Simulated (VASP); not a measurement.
Crystal: SiO2 (Cristobalite).

```xyz
12
Lattice="4.9792 0.0000 0.0000 0.0000 4.9792 0.0000 0.0000 0.0000 6.9149" Properties=species:S:1:pos:R:3 pbc="T T T"
Si    1.5060    1.5060    0.0000
Si    0.9836    3.9956    1.7287
Si    3.4732    3.4732    3.4574
Si    3.9956    0.9836    5.1862
O     1.1859    0.5441    1.2547
O     1.9455    3.6755    2.9835
O     3.7933    4.4351    4.7122
O     3.0337    1.3037    6.4409
O     3.6755    1.9455    3.9314
O     4.4351    3.7933    2.2027
O     1.3037    3.0337    0.4740
O     0.5441    1.1859    5.6601
```

Base run:

| Property | Result |
| --- | --- |
| Program | VASP 6.6.1 |
| Functional | PBE |
| Potentials or basis | VASP PAW PBE potentials, release 64 (Si, O) |
| Cutoff | 520 eV |
| k mesh | 6 × 6 × 4 |
| Occupations | fermi-dirac, width 0.02 eV |
| Spin | no spin polarisation |

Its results: band gap on the k mesh 5.73 eV, direct; pressure 4.8 GPa; largest force 0.269 eV/Å.

Problem. The run is repeated on the same cell with these changes: functional from PBE to r2SCAN; k mesh from 6 × 6 × 4 to 4 × 4 × 4. What comes out?

Solution. Band gap on the k mesh 6.35 eV, direct; pressure 0.2 GPa; largest force 0.027 eV/Å.

Several settings changed at once, so the effect can't be laid on one alone.

Caveats: the PAW data sets were made with another functional, which shifts forces and pressure a little (some runs).

A k mesh can miss the band edges.
